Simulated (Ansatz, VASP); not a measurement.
# One calculation of InSb, two programs

```
CELL_PARAMETERS angstrom
0.00000 3.24672 3.24672
3.24672 0.00000 3.24672
3.24672 3.24672 0.00000
ATOMIC_POSITIONS crystal
In 0.00000 0.00000 0.00000
Sb 0.25000 0.25000 0.25000
```

Change from the starting cell: hydrostatic strain -1.0%.

Alike in both runs: task single point; functional HSE06; k mesh 4 × 4 × 4; occupations fermi-dirac, width 0.02 eV; no spin polarisation.

|  | VASP | Ansatz |
| --- | --- | --- |
| version | VASP 6.6.1 | Ansatz 0.2.0 |
| potentials or method | VASP PAW PBE potentials, release 64 (In_d, Sb) | plane waves, PAW |
| plane-wave cutoff (eV) | 520 | 420 |
| valence electrons in the cell | 18 | 28 |

|  | VASP | Ansatz | Ansatz less VASP |
| --- | --- | --- | --- |
| pressure (GPa) | 0.8 | 1.3 | +0.47 |

The functional is the same, so the differences come from potentials, cutoffs and numerics. VASP's potentials hold 18 valence electrons a cell and Ansatz's 28, so a difference there can come from the potentials and not from the codes. Ansatz's warnings: stress exchange threshold loose, stress scf threshold loose.

Neither program's run includes spin-orbit coupling.
